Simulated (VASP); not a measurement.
**Hf2Ga6WO16: single point with PBE**

Hf2Ga6WO16:

```
W O Hf Ga
1.0
     6.75470    0.07035    0.21337
     0.07035    6.65254   -0.19067
     0.21337   -0.19067    6.68925
W O Hf Ga
1 16 2 6
Direct
  0.51019 0.52302 0.63483
  0.96762 0.21977 0.79936
  0.72068 0.92871 0.31418
  0.51996 0.71446 0.99449
  0.98684 0.19009 0.24868
  0.60594 0.43768 0.36144
  0.26993 0.41173 0.49873
  0.17101 0.92336 0.90206
  0.30059 0.92516 0.32710
  0.32079 0.48149 0.83370
  0.06084 0.63636 0.22764
  0.74486 0.98727 0.91765
  0.38139 0.26319 0.08406
  0.02942 0.86898 0.50768
  0.53064 0.17216 0.64381
  0.43720 0.74348 0.53746
  0.76896 0.58707 0.67384
  0.96255 0.91701 0.14801
  0.11012 0.37150 0.07537
  0.50044 0.70152 0.26029
  0.99096 0.54683 0.49966
  0.72707 0.92914 0.64214
  0.50399 0.17221 0.33302
  0.15731 0.12861 0.58863
  0.41947 0.99147 0.95357
```

* Program: VASP 6.6.1
* Task: single point
* Functional: PBE
* Potentials or basis: VASP PAW PBE potentials, release 64 (W_sv, O, Hf_pv, Ga_d)
* Cutoff: 520 eV
* k mesh: 1 × 1 × 1
* Occupations: fermi-dirac, width 0.1861 eV
* Spin: no spin polarisation
* Dipole correction: no
* Further INCAR settings: LREAL = Auto; ALGO = Normal; EDIFF = 1e-06; NBANDS = 122; ISYM = 0

```json
{
 "Pressure": "6.1 GPa",
 "Largest force": "8.053 eV/Å",
 "Band gap on the k mesh": "0.32 eV"
}
```

Forces on the atoms (eV/Å):
```
W   -2.266 -5.419  5.508
O    1.740  2.543 -0.056
O   -3.979 -0.218  2.027
O    0.123  0.774 -0.597
O    0.052  1.505  1.417
O    1.256  0.230 -1.611
O   -3.253 -1.957 -2.077
O   -0.260  0.116  0.399
O    1.347  3.424 -2.636
O   -0.382  0.566  0.472
O   -0.817 -1.959 -1.110
O   -0.902 -0.418  0.655
O    1.327 -1.917  1.215
O   -3.134  0.655  2.000
O   -0.176 -0.796 -1.214
O   -0.367  3.062  1.290
O    1.995  0.504  0.931
Hf   2.125 -1.082 -2.076
Hf   0.945 -0.203 -4.302
Ga   0.128  0.919 -1.011
Ga   2.210  1.320  0.222
Ga   2.473  1.351 -0.615
Ga  -0.600 -1.109  0.035
Ga  -0.686 -1.392  0.655
Ga   1.102 -0.498  0.475
```

Stress tensor (GPa, compression positive):
```
 5.38  0.81 -0.14
 0.81  4.71 -1.90
-0.14 -1.90  8.11
```

Levels at points of the mesh, in eV from the valence-band top:
```
           k point  band 100  band 101  band 102  band 103  band 104  band 105  band 106  band 107  band 108  band 109
(0.00, 0.00, 0.00)     -1.20     -1.02     -0.59     -0.43      0.00      0.32      1.43      1.72      2.62      2.82
```

Run time: 49 s on 1 thread of Intel(R) Xeon(R) 6975P-C (Granite Rapids) (shared host), peak memory 0.35 GiB.

Caveat: the k points lie up to 0.95 Å⁻¹ apart; spin-orbit coupling is left out, which moves the levels of the heavy elements.
